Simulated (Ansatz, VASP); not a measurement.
## CuI: VASP beside Ansatz

```xyz
2
Lattice="3.6614 0.0000 0.0000 0.0000 3.6614 0.0000 0.0000 0.0000 3.6614" Properties=species:S:1:pos:R:3 pbc="T T T"
Cu    0.0000    0.0000    0.0000
I     1.8307    1.8307    1.8307
```

Alike in both runs: task single point; functional PBE; k mesh 8 × 8 × 8; occupations fermi-dirac, width 0.02 eV; no spin polarisation.

|  | VASP | Ansatz |
| --- | --- | --- |
| version | VASP 6.6.1 | Ansatz 0.2.0 |
| potentials or method | VASP PAW PBE potentials, release 64 (Cu, I) | plane waves, PAW |
| plane-wave cutoff (eV) | 520 | 420 |
| valence electrons in the cell | 18 | 36 |

```tsv
	VASP	Ansatz	Ansatz less VASP
pressure (GPa)	-0.1	-0.1	+0.01
```

With one functional, cell and mesh, what is left measures potentials, basis and numerics. VASP's potentials hold 18 valence electrons a cell and Ansatz's 36, so a difference there can come from the potentials and not from the codes.

Neither program's run includes spin-orbit coupling.
